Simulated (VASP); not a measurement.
# BP (I-4m2) in VASP: notebook

The runs below take BP through single point, with PBE.

All numbers are computed with VASP 6.6.1; they aren't measurements. Logs are shortened: lines on timing, memory, paths and dates and some standing lists are left out, and cuts for length are marked.

**1. The cell of the first run**

Symmetry: I-4m2, No. 119, tetragonal system. Conventional cell: a = 3.288 Å, b = 3.288 Å, c = 4.467 Å, α = 90.00°, β = 90.00°, γ = 90.00°. Within 2.6 Å of B (site symmetry -4m2) lie 4 P at 1.99 Å. Within 2.6 Å of P (site symmetry -4m2) lie 4 B at 1.99 Å.

**2. Single point, PBE (12.08 Å³/atom)**

INCAR

```
SYSTEM = BP
PREC = Accurate
ENCUT = 520
EDIFF = 1E-6
ISMEAR = 0
SIGMA = 0.05
LREAL = .FALSE.
LASPH = .TRUE.
NELM = 100
ALGO = Normal
ISIF = 2
LWAVE = .FALSE.
LCHARG = .TRUE.
GGA = PE
LELF = .TRUE.
LVHAR = .TRUE.
NBANDS = 11
```

KPOINTS

```
Automatic mesh
0
G
  12 12 12
  0 0 0
```

POSCAR

```
BP
1.0
    0.0000000000      2.2335247433      2.3251350649
    2.3251350649      0.0000000000      2.3251350649
    2.3251350649      2.2335247433      0.0000000000
B P
1 1
Direct
    0.0000000000      0.0000000000      0.0000000000
    0.7500000000      0.7500000000      0.7500000000
```

Potentials or basis: VASP PAW PBE potentials, release 64 (B, P).

Launch:

```bash
cat potpaw_PBE.64/B/POTCAR potpaw_PBE.64/P/POTCAR > POTCAR
mpirun -np 1 vasp_std > vasp.out
```

OUTCAR:

```text
SYSTEM = BP
   PREC = Accurate
   ENCUT = 520
   EDIFF = 1E-6
   ISMEAR = 0
   LREAL = .FALSE.
   LASPH = .TRUE.
   NELM = 100
   ISIF = 2
   GGA = PE

 ion  position               nearest neighbor table
   1  0.000  0.000  0.000-   2 1.99   2 1.99   2 1.99   2 1.99
   2  0.750  0.750  0.750-   1 1.99   1 1.99   1 1.99   1 1.99

  LATTYP: Found a body centered tetragonal cell.
 ALAT       =     3.2882375431
 C/A-ratio  =     1.3584935480

  Lattice vectors:

 A1 = (   0.0000000000,  -2.2335247433,   2.3251350649)
 A2 = (   0.0000000000,  -2.2335247433,  -2.3251350649)
 A3 = (   2.3251350649,   2.2335247433,   0.0000000000)

Analysis of symmetry for initial positions (statically):
=====================================================================
 Subroutine PRICEL returns:
 Original cell was already a primitive cell.

 Routine SETGRP: Setting up the symmetry group for a
 body centered tetragonal supercell.

 Subroutine GETGRP returns: Found  8 space group operations
 (whereof  8 operations were pure point group operations)
 out of a pool of 16 trial point group operations.

The static configuration has the point symmetry D_2d.

Analysis of symmetry for dynamics (positions and initial velocities):
=====================================================================
 Subroutine PRICEL returns:
 Original cell was already a primitive cell.

 Routine SETGRP: Setting up the symmetry group for a
 body centered tetragonal supercell.

 Subroutine GETGRP returns: Found  8 space group operations
 (whereof  8 operations were pure point group operations)
 out of a pool of 16 trial point group operations.

The dynamic configuration has the point symmetry D_2d.

 Subroutine INISYM returns: Found  8 space group operations
 (whereof  8 operations are pure point group operations),
 and found     1 'primitive' translations

----------------------------------------------------------------------------------------

                                     Primitive cell

  volume of cell :      24.1500

  direct lattice vectors                    reciprocal lattice vectors
     0.000000000  2.233524743  2.325135065    -0.215041271  0.223861411  0.215041271
     2.325135065  0.000000000  2.325135065     0.215041271 -0.223861411  0.215041271
     2.325135065  2.233524743  0.000000000     0.215041271  0.223861411 -0.215041271

  length of vectors
     3.224110086  3.288237543  3.224110086     0.377623394  0.377623394  0.377623394

  position of ions in fractional coordinates (direct lattice)
     0.000000000  0.000000000  0.000000000
     0.750000000  0.750000000  0.750000000

  ion indices of the primitive-cell ions
   primitive index   ion index
                 1           1
                 2           2

----------------------------------------------------------------------------------------

 KPOINTS: Automatic mesh

Automatic generation of k-mesh.
 Grid dimensions read from file:
 generate k-points for:   12   12   12

 Generating k-lattice:

  Cartesian coordinates                     Fractional coordinates (reciprocal lattice)
    -0.017920106  0.018655118  0.017920106     0.083333333  0.000000000  0.000000000
     0.017920106 -0.018655118  0.017920106    -0.000000000  0.083333333 -0.000000000
     0.017920106  0.018655118 -0.017920106     0.000000000  0.000000000  0.083333333

  Length of vectors
     0.031468616  0.031468616  0.031468616

  Shift w.r.t. Gamma in fractional coordinates (k-lattice)
     0.000000000  0.000000000  0.000000000

 Subroutine IBZKPT returns following result:
 ===========================================

 Found    163 irreducible k-points:

 Following reciprocal coordinates:
            Coordinates               Weight
  0.000000  0.000000  0.000000      1.000000
  0.083333  0.000000  0.000000      8.000000
  0.166667  0.000000  0.000000      8.000000
  0.250000  0.000000  0.000000      8.000000
  0.333333  0.000000  0.000000      8.000000
  0.416667  0.000000  0.000000      8.000000
[... 16 lines left out ...]
  0.500000  0.166667 -0.000000     16.000000
 -0.416667  0.166667 -0.000000     16.000000
 [... further k-points ...]
   k-points           NKPTS =    163   k-points in BZ     NKDIM =    163   number of bands    NBANDS=     11
   number of dos      NEDOS =    301   number of ions     NIONS =      2
   total plane-waves  NPLWV =  13824
   dimension x,y,z NGX =    24 NGY =   24 NGZ =   24
   dimension x,y,z NGXF=    48 NGYF=   48 NGZF=   48
   ions per type =               1   1
   NGX,Y,Z   is equivalent  to a cutoff of  12.38, 12.13, 12.38 a.u.
   NGXF,Y,Z  is equivalent  to a cutoff of  24.75, 24.27, 24.75 a.u.
 SYSTEM =  BP
   PREC   = accura    normal or accurate (medium, high low for compatibility)
   ISTART =      0    job   : 0-new  1-cont  2-samecut
   ICHARG =      2    charge: 1-file 2-atom 10-const
   ISPIN  =      1    spin polarized calculation?
   LNONCOLLINEAR =      F non collinear calculations
   LSORBIT =      F    spin-orbit coupling
   LASPH  =      T    aspherical Exc in radial PAW
   ENCUT  =  520.0 eV  38.22 Ry    6.18 a.u.   5.99  6.11  5.99*2*pi/ulx,y,z
   NELM   =    100;   NELMIN=  2; NELMDL= -5     # of ELM steps
   EDIFF  = 0.1E-05   stopping-criterion for ELM
   LREAL  =      F    real-space projection
   EDIFFG = 0.1E-04   stopping-criterion for IOM
   NSW    =      0    number of steps for IOM
   IBRION =     -1    ionic relax: 0-MD 1-quasi-New 2-CG
   NFREE  =      0    steps in history (QN), initial steepest desc. (CG)
   ISIF   =      2    stress and relaxation
   ISYM   =      2    0-nonsym 1-usesym 2-fastsym
   POTIM  = 0.5000    time-step for ionic-motion
   TEBEG  =    0.0;   TEEND  =   0.0 temperature during run
   PSTRESS=    0.0 pullay stress
   NELECT =       8.0000    total number of electrons
   NUPDOWN=      -1.0000    fix difference up-down
   EMIN   =  10.00;   EMAX   =-10.00  energy-range for DOS
   EFERMI =   0.00;   METHOD = LEGACY
   ISMEAR =     0;   SIGMA  =   0.05  broadening in eV -4-tet -1-fermi 0-gaus
   EFERMI_NEDOS =   21; number of points for ismear=-14 and -15
   IALGO  =     38    algorithm
   IMIX   =      4    mixing-type and parameters
     AMIX     =   0.40;   BMIX     =  1.00
     AMIX_MAG =   1.60;   BMIX_MAG =  1.00
  volume/ion in A,a.u.               =      12.08        81.49
  Fermi-wavevector in a.u.,A,eV,Ry     =   1.132746  2.140579 17.457812  1.283113
  Thomas-Fermi vector in A             =   2.269447
   LORBIT       =      0    0 simple, 1 ext, 2 COOP (PROOUT), +10 PAW based schemes
   GGA     = PE    functional components
   LHFCALC =     F    Hartree Fock is set to
   AEXX    =    0.0000 exact exchange contribution
   IVDW    =     0    specifies the selected vdW correction
   LEPSILON=     F    determine dielectric tensor
   LRPA    =     F    only Hartree local field effects (RPA)
 non-spin polarized calculation
 Gauss-broadening in eV      SIGMA  =   0.05
  energy-cutoff  :      520.00
  volume of cell :       24.15
 maximum number of plane-waves:       668
   NGX = 11   NGY = 13   NGZ = 11

 number of electron       8.0000000 magnetization

 Free energy of the ion-electron system (eV)
  ---------------------------------------------------
  ext. energy  EPLUGINS =         0.00000000
  ---------------------------------------------------
  free energy    TOTEN  =       -12.90214142 eV

  energy without entropy =      -12.90214142  energy(sigma->0) =      -12.90214142

 E-fermi :   7.5269     XC(G=0): -10.7672

 val. band max:        7.2947265203   @ k =   0.0000   0.0000   0.0000
 cond. band min:       7.9924218211   @ k =   0.4167   0.0000   0.4167
 fundamental gap:      0.6976953009
 Fermi energy:         7.5268726751

 k-point     1 :       0.0000    0.0000    0.0000
  band No.  band energies     occupation
      1      -8.1206      2.00000
      2       6.9253      2.00000
      3       6.9253      2.00000
      4       7.2947      2.00000
      5      10.2557      0.00000
      6      10.4885      0.00000
      7      10.4885      0.00000
      8      13.9002      0.00000
      9      18.3447      0.00000
     10      18.5743      0.00000
     11      19.5439      0.00000

 k-point     2 :       0.0833    0.0000    0.0000
  band No.  band energies     occupation
      1      -7.9987      2.00000
      2       6.0823      2.00000
      3       6.7089      2.00000
      4       6.9968      2.00000
      5      10.5185      0.00000
      6      10.7670      0.00000
      7      10.8407      0.00000
      8      14.2925      0.00000
      9      18.1349      0.00000
     10      18.7280      0.00000
     11      18.9658      0.00000

 k-point     3 :       0.1667    0.0000    0.0000
  band No.  band energies     occupation
      1      -7.6361      2.00000
      2       4.2640      2.00000
      3       6.2452      2.00000
      4       6.5635      2.00000
      5      10.8238      0.00000
      6      11.3228      0.00000
      7      11.3645      0.00000
      8      15.2852      0.00000
      9      17.6293      0.00000
     10      18.1801      0.00000
     11      19.5882      0.00000

 k-point     4 :       0.2500    0.0000    0.0000
  band No.  band energies     occupation
      1      -7.0456      2.00000
      2       2.3038      2.00000
      3       5.7729      2.00000
      4       6.1487      2.00000
      5      10.7861      0.00000
      6      11.6949      0.00000
      7      11.8760      0.00000
      8      16.3378      0.00000
      9      17.8265      0.00000
     10      18.0234      0.00000
     11      19.9191      0.00000
[... 239 lines left out ...]
 k-point    22 :       0.4167    0.1667    0.0000
  band No.  band energies     occupation
      1      -5.5988      2.00000
      2       0.2058      2.00000
      3       3.8626      2.00000
      4       4.6126      2.00000
      5      10.3165      0.00000
      6      13.0179      0.00000
      7      13.9862      0.00000
      8      14.4585      0.00000
      9      19.6308      0.00000
     10      21.3300      0.00000
     11      22.1264      0.00000

 k-point    23 :       0.5000    0.1667   -0.0000
  band No.  band energies     occupation
      1      -4.7917      2.00000
      2      -1.0704      2.00000
      3       3.3954      2.00000
      4       4.6823      2.00000
      5      10.4631      0.00000
      6      12.8636      0.00000
      7      13.7364      0.00000
      8      16.0433      0.00000
      9      19.2732      0.00000
     10      21.4453      0.00000
     11      22.8452      0.00000

 k-point    24 :      -0.4167    0.1667   -0.0000
  band No.  band energies     occupation
      1      -4.5949      2.00000
      2      -1.3364      2.00000
      3       3.0957      2.00000
      4       4.9325      2.00000
      5      10.7194      0.00000
      6      12.7414      0.00000
      7      13.4755      0.00000
      8      17.2782      0.00000
      9      18.7604      0.00000
     10      19.8290      0.00000
     11      22.8233      0.00000

 [... further k-points ...]

------------------------ aborting loop because EDIFF is reached ----------------------------------------

  FORCE on cell =-STRESS in cart. coord.  units (eV):
  Direction    XX          YY          ZZ          XY          YZ          ZX
  --------------------------------------------------------------------------------------
  -------------------------------------------------------------------------------------
  Total       -1.1417262      0.3528480     -1.1417262      0.0000000     -0.0000000      0.0000000
  in kB      -75.7452525     23.4089039    -75.7452525      0.0000000     -0.0000000      0.0000000
  external PRESSURE =     -42.6938670 kB  Pullay stress =       0.0000000 kB

 VOLUME and BASIS-vectors are now :
 -----------------------------------------------------------------------------
  energy-cutoff  :      520.00
  volume of cell :       24.15
      direct lattice vectors                 reciprocal lattice vectors
     0.000000000  2.233524743  2.325135065    -0.215041271  0.223861411  0.215041271
     2.325135065  0.000000000  2.325135065     0.215041271 -0.223861411  0.215041271
     2.325135065  2.233524743  0.000000000     0.215041271  0.223861411 -0.215041271

 POSITION                                       TOTAL-FORCE (eV/Angst)
 -----------------------------------------------------------------------------------
      0.00000      0.00000      0.00000         0.000000     -0.000000      0.000000
      3.48770      3.35029      3.48770        -0.000000      0.000000     -0.000000
 -----------------------------------------------------------------------------------
    total drift:                               -0.000000      0.000000     -0.000000

  FREE ENERGIE OF THE ION-ELECTRON SYSTEM (eV)
  ---------------------------------------------------
  free  energy   TOTEN  =       -12.9021414190 eV

  energy  without entropy=      -12.9021414190  energy(sigma->0) =      -12.90214142
```

It took 35 s on 1 thread of Intel Xeon 8259CL, shared host; peak memory 0.16 GiB.

What came out:

- Free energy: -12.9021 eV
- Pressure: -4.3 GPa
- Band gap on the k mesh: 0.70 eV (least direct gap 2.96 eV)

Stress tensor (GPa, compression positive):
```
-7.57  0.00  0.00
 0.00  2.34  0.00
 0.00  0.00 -7.57
```

Caveat: the cell stands under tension. A k mesh can miss the band edges.

**3. Single point, PBE (12.07 Å³/atom)**

INCAR

```
ALGO     = Normal         # electronic algorithm
EDIFF    = 1E-7           # SCF threshold, eV
ENCUT    = 520            # plane-wave cutoff, eV
GGA      = PE             # functional
ISIF     = 2              # what is computed and relaxed
ISMEAR   = 0              # smearing method
LASPH    = True           # aspherical terms in the spheres
LCHARG   = False          # write CHGCAR
LREAL    = False          # projectors in reciprocal space
LWAVE    = False          # write WAVECAR
NBANDS   = 11             # bands
NELM     = 80             # most SCF steps
PREC     = Accurate       # precision mode
SIGMA    = 0.05           # smearing width, eV
```

KPOINTS

```
k-points
0
Gamma
  12 12 12
```

POSCAR

```
BP
1.0
    0.0000000000      2.4204814689      2.2335346211
    2.2335346211      0.0000000000      2.2335346211
    2.2335346211      2.4204814689      0.0000000000
B P
1 1
Direct
    0.0000000000      0.0000000000      0.0000000000
    0.7500000000      0.7500000000      0.7500000000
```

Potentials or basis: VASP PAW PBE potentials, release 64 (B, P).

Launch:

```bash
cat potpaw_PBE.64/B/POTCAR potpaw_PBE.64/P/POTCAR > POTCAR
mpirun -np 1 vasp_std > vasp.out
```

OUTCAR:

```text
EDIFF = 1E-7
   ENCUT = 520
   GGA = PE
   ISIF = 2
   ISMEAR = 0
   LASPH = True
   LREAL = False
   NELM = 80
   PREC = Accurate

 ion  position               nearest neighbor table
   1  0.000  0.000  0.000-   2 1.99   2 1.99   2 1.99   2 1.99
   2  0.750  0.750  0.750-   1 1.99   1 1.99   1 1.99   1 1.99

  LATTYP: Found a body centered tetragonal cell.
 ALAT       =     3.1586949532
 C/A-ratio  =     1.5325832376

  Lattice vectors:

 A1 = (   0.0000000000,  -2.4204814689,   2.2335346211)
[... 521 lines left out ...]

------------------------ aborting loop because EDIFF is reached ----------------------------------------

  FORCE on cell =-STRESS in cart. coord.  units (eV):
  Direction    XX          YY          ZZ          XY          YZ          ZX
  --------------------------------------------------------------------------------------
  -------------------------------------------------------------------------------------
  Total        0.5153943     -2.9686742      0.5153943      0.0000000      0.0000000      0.0000000
  in kB       34.1926761   -196.9499978     34.1926761      0.0000000      0.0000000      0.0000000
  external PRESSURE =     -42.8548819 kB  Pullay stress =       0.0000000 kB

 VOLUME and BASIS-vectors are now :
 -----------------------------------------------------------------------------
  energy-cutoff  :      520.00
  volume of cell :       24.15
      direct lattice vectors                 reciprocal lattice vectors
     0.000000000  2.420481469  2.233534621    -0.223860421  0.206570472  0.223860421
     2.233534621  0.000000000  2.233534621     0.223860421 -0.206570472  0.223860421
     2.233534621  2.420481469  0.000000000     0.223860421  0.206570472 -0.223860421

 POSITION                                       TOTAL-FORCE (eV/Angst)
 -----------------------------------------------------------------------------------
      0.00000      0.00000      0.00000        -0.000000      0.000000     -0.000000
      3.35030      3.63072      3.35030         0.000000     -0.000000      0.000000
 -----------------------------------------------------------------------------------
    total drift:                               -0.000000     -0.000000     -0.000000

  FREE ENERGIE OF THE ION-ELECTRON SYSTEM (eV)
  ---------------------------------------------------
  free  energy   TOTEN  =       -12.8320611604 eV

  energy  without entropy=      -12.8320611604  energy(sigma->0) =      -12.83206116
```

OSZICAR:

```text
N       E                     dE             d eps       ncg     rms          rms(c)
DAV:   1     0.953040097466E+01    0.95304E+01   -0.39876E+03  3586   0.660E+02
DAV:   2    -0.128374263845E+02   -0.22368E+02   -0.21443E+02  4777   0.109E+02
DAV:   3    -0.134587324989E+02   -0.62131E+00   -0.61963E+00  4519   0.159E+01
DAV:   4    -0.134613353561E+02   -0.26029E-02   -0.26026E-02  4082   0.120E+00
DAV:   5    -0.134613502777E+02   -0.14922E-04   -0.14921E-04  4537   0.908E-02    0.684E+00
DAV:   6    -0.129182422926E+02    0.54311E+00   -0.12974E+00  4072   0.480E+00    0.369E+00
DAV:   7    -0.128390880865E+02    0.79154E-01   -0.19429E-01  4532   0.221E+00    0.130E+00
DAV:   8    -0.128315422933E+02    0.75458E-02   -0.25220E-02  4165   0.891E-01    0.184E-01
DAV:   9    -0.128318604649E+02   -0.31817E-03   -0.72579E-04  4226   0.178E-01    0.112E-01
DAV:  10    -0.128320506553E+02   -0.19019E-03   -0.24758E-04  4060   0.987E-02    0.278E-02
DAV:  11    -0.128320600943E+02   -0.94390E-05   -0.97734E-06  4637   0.208E-02    0.300E-02
DAV:  12    -0.128320612225E+02   -0.11282E-05   -0.45132E-06  4045   0.105E-02    0.122E-02
DAV:  13    -0.128320610983E+02    0.12422E-06   -0.11362E-07  3405   0.225E-03    0.539E-03
DAV:  14    -0.128320611604E+02   -0.62120E-07   -0.35707E-08  2075   0.110E-03
   1 F= -.12832061E+02 E0= -.12832061E+02  d E =-.792760E-18
```

Wall time 40 s (1 thread of Intel Xeon 8259CL, shared host); peak memory 0.16 GiB.

Results:

```
Free energy            : -12.8321 eV
Pressure               : -4.3 GPa
Band gap on the k mesh : 0.68 eV (least direct gap 2.96 eV)
```

Stress tensor (GPa, compression positive):
```
  3.42   0.00   0.00
  0.00 -19.69   0.00
  0.00   0.00   3.42
```

Levels at points of the mesh, in eV from the valence-band top:
```
           k point  band 1  band 2  band 3  band 4  band 5  band 6  band 7  band 8
(0.00, 0.00, 0.00)  -15.46   -0.85    0.00    0.00    2.96    2.96    3.39    6.45
(0.50, 0.00, 0.00)  -12.24   -9.08   -2.52   -1.47    2.69    4.67    4.78    9.78
(0.50, 0.50, 0.00)  -10.51   -8.46   -4.60   -4.44    0.85    1.06   10.54   12.02
(0.50, 0.00, 0.50)  -11.27   -9.14   -3.72   -3.72    1.70    2.16   11.49   11.49
```

Caveat: the cell stands under tension. A k mesh can miss the band edges.

**4. Single point, PBE (12.39 Å³/atom)**

This run uses another cell than the first one, of 12.39 Å³/atom.

INCAR

```
SYSTEM = BP
  PREC = Accurate
  ENCUT = 520
  EDIFF = 1E-6
  ISMEAR = 0
  SIGMA = 0.05
  LREAL = .FALSE.
  LASPH = .TRUE.
  NELM = 60
  ALGO = Normal
  ISIF = 2
  LWAVE = .FALSE.
  LCHARG = .FALSE.
  GGA = PE
  NBANDS = 11
```

KPOINTS

```
regular mesh
0
G
  12 12 12
  0 0 0
```

POSCAR

```
BP
1.0
    0.0000000000      2.5075973131      2.2226531760
    2.2226531760      0.0000000000      2.2226531760
    2.2226531760      2.5075973131      0.0000000000
B P
1 1
Direct
    0.0000000000      0.0000000000      0.0000000000
    0.7500000000      0.7500000000      0.7500000000
```

Launch:

```bash
cat potpaw_PBE.64/B/POTCAR potpaw_PBE.64/P/POTCAR > POTCAR
mpirun -np 1 vasp_std > vasp.out
```

It took 48 s on 1 thread of Intel Xeon 8259CL, shared host; peak memory 0.18 GiB.

The run converged. Its results:

```yaml
Free_energy: -12.6890 eV
Pressure: -7.8 GPa
Band_gap_on_the_k_mesh: 0.43 eV (least direct gap 2.74 eV)
```

Stress tensor (GPa, compression positive):
```
  3.97   0.00   0.00
  0.00 -31.30   0.00
  0.00   0.00   3.97
```

Levels at points of the mesh, in eV from the valence-band top:
```tsv
k point	band 1	band 2	band 3	band 4	band 5	band 6	band 7	band 8	band 9
(0.00, 0.00, 0.00)	-15.40	-1.31	0.00	0.00	2.74	2.74	3.38	5.70	9.88
(0.50, 0.00, 0.00)	-12.26	-9.05	-2.90	-1.32	1.98	4.77	4.78	9.56	12.99
(0.50, 0.50, 0.00)	-10.46	-8.38	-4.79	-4.55	0.63	0.77	9.63	11.54	13.07
(0.50, 0.00, 0.50)	-11.55	-9.36	-3.51	-3.51	1.88	2.39	11.02	11.02	13.06
```

Caveat: the cell stands under tension.

(Continued in part 2 of 2.)
